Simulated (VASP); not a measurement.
Wanted: the native input for a VASP 6.6.1 run.

* Task: single point
* Functional: LDA
* Potentials or basis: VASP PAW PBE potentials, release 64 (Gd, Re)
* Cutoff: 520 eV
* k mesh: 10 × 10 × 10
* Occupations: gaussian, width 0.05 eV
* Spin: collinear spin, ferromagnetic start
* Starting moments: [7.61, 0.0] μB
* Dipole correction: no
* Further INCAR settings: ALGO = Normal; EDIFF = 1e-07; NBANDS = 24

The structure of GdRe lies in POSCAR:

```
GdRe
1.0
    3.4599047400      0.0000000000      0.0000000000
    0.0000000000      3.4599047400      0.0000000000
    0.0000000000      0.0000000000      3.4599047400
Gd Re
1 1
Direct
    0.0000000000      0.0000000000      0.0000000000
    0.5000000000      0.5000000000      0.5000000000
```

The input as run:

INCAR

```
ALGO = Normal
EDIFF = 1E-7
ENCUT = 520
GGA = CA
ISIF = 2
ISMEAR = 0
ISPIN = 2
LASPH = T
LCHARG = F
LMAXMIX = 6
LORBIT = 11
LREAL = F
LWAVE = F
MAGMOM = 7.61 0
NBANDS = 24
NELM = 150
PREC = Accurate
SIGMA = 0.05
```

KPOINTS

```
k-points
0
Gamma
  10 10 10
```

Potentials or basis: VASP PAW PBE potentials, release 64 (Gd, Re).

Launch:

```bash
$ cat potpaw_PBE.64/Gd/POTCAR potpaw_PBE.64/Re/POTCAR > POTCAR
$ mpirun -np 1 vasp_std > vasp.out
```

It gave:

```
Pressure                                              : -9.2 GPa
Net moment                                            : 6.57 μB per cell
Site moments                                          : Gd +6.75; Re -0.40 μB
Valence electrons inside the program's atomic spheres : Gd 15.35; Re 5.82
```

Caveat: the PAW data sets were made with another functional, which shifts forces and pressure a little.

It took 2.5 min on 1 thread of Intel(R) Xeon(R) 6975P-C (Granite Rapids), with other jobs on the host, peak memory 0.24 GiB.
